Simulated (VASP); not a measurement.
# MoPt: single point with LDA

Crystal: MoPt.

```
Mo Pt
1.0
     4.47661    0.00000    0.00000
     0.00000    2.73373    0.00000
     0.00000    0.00000    4.95840
Mo Pt
2 2
Cartesian
  1.1192 0.0000 0.8020
  3.3575 0.0000 4.1564
  1.1192 1.3669 3.2861
  3.3575 1.3669 1.6723
```

```yaml
Program: VASP 6.6.1
Task: single point
Functional: LDA
Potentials_or_basis: VASP PAW LDA potentials, release 64 (Mo_sv, Pt_sv_GW)
Cutoff: 500 eV
k_mesh: 3 × 5 × 3
Occupations: gaussian, width 0.3 eV
Spin: no spin polarisation
Dipole_correction: no
Second_run: valence_matched
Further_INCAR_settings: ALGO = Normal; EDIFF = 1e-06; NBANDS = 40
```

| Quantity | Value |
| --- | --- |
| Pressure | -11.0 GPa |
| Largest force | 0.335 eV/Å |
| Band gap on the k mesh | zero (band 32 reaches 12.54 eV, above the bottom of band 33 at 10.66 eV) |

Forces in eV/Å, atoms in the order of the input:
```
Mo   0.000  0.000  0.335
Mo   0.000  0.000 -0.335
Pt   0.000  0.000  0.177
Pt   0.000  0.000 -0.177
```

Stress tensor (GPa, compression positive):
```
-11.71   0.00   0.00
  0.00  -9.60   0.00
  0.00   0.00 -11.56
```

Levels at points of the mesh, in eV from the Fermi level:
```
           k point  band 30  band 31  band 32  band 33  band 34  band 35
(0.00, 0.00, 0.00)    -1.77    -1.69    -1.42     0.38     1.59     1.74
```

It took 22 s on 1 thread of Intel(R) Xeon(R) Platinum 8259CL CPU @ 2.50GHz (Skylake/Cascade Lake), with other jobs on the host, peak memory 0.16 GiB.

Caveat: the k points lie up to 0.47 Å⁻¹ apart; spin-orbit coupling is left out, which moves the levels of the heavy elements.
